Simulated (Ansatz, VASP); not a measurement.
**One calculation of Cs, two programs**

```xyz
1
Lattice="-3.0665 3.0665 3.0665 3.0665 -3.0665 3.0665 3.0665 3.0665 -3.0665" Properties=species:S:1:pos:R:3 pbc="T T T"
Cs    0.0000    0.0000    0.0000
```

Alike in both runs: task single point; functional RPBE; k mesh 12 × 12 × 12; occupations fermi-dirac, width 0.1 eV; no spin polarisation.

|  | VASP | Ansatz |
| --- | --- | --- |
| version | VASP 6.6.1 | Ansatz 0.2.0 |
| potentials or method | VASP PAW PBE potentials, release 64 (Cs_sv), cutoff 520 eV | plane waves (420 eV) with PAW, scalar-relativistic |
| valence electrons in the cell | 9 | 9 |

|  | VASP | Ansatz | Ansatz less VASP |
| --- | --- | --- | --- |
| pressure (GPa) | 0.3 | 0.3 | +0.01 |

VASP's potentials were made for PBE, not for RPBE.

Neither program's run includes spin-orbit coupling.
